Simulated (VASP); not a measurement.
Crystal: CaAl2Sb2.

```xyz
5
Lattice="4.9811 0.0000 0.0000 -2.4906 4.3138 0.0000 0.0000 0.0000 6.0445" Properties=species:S:1:pos:R:3 pbc="T T T"
Ca    0.0000    0.0000    0.0000
Al    2.4906    1.4379    1.7169
Al    0.0000    2.8759    4.3276
Sb    2.4906    1.4379    4.4628
Sb    0.0000    2.8759    1.5816
```

Base run:

| Item | Value |
| --- | --- |
| Program | VASP 6.6.1 |
| Functional | PBE |
| Potentials or basis | VASP PAW PBE potentials, release 64 (Ca_sv, Al, Sb) |
| Cutoff | 500 eV |
| k mesh | 6 × 6 × 4 |
| Occupations | methfessel-paxton, width 0.15 eV |
| Spin | no spin polarisation |

Its results: band gap on the k mesh zero (band 13 reaches 7.22 eV, above the bottom of band 14 at 5.61 eV); pressure 0.8 GPa; largest force 0.034 eV/Å.

**Question.** The run is repeated on the same cell with these changes: functional from PBE to LDA; potentials or basis from VASP PAW PBE potentials, release 64 (Ca_sv, Al, Sb) to VASP PAW LDA potentials, release 64 (Ca_sv, Al, Sb). What comes out?

**Answer.** Band gap on the k mesh zero (band 13 reaches 7.04 eV, above the bottom of band 14 at 5.44 eV); pressure -2.5 GPa; largest force 0.060 eV/Å.

Caveats: spin-orbit coupling is left out, which moves the levels of the heavy elements.
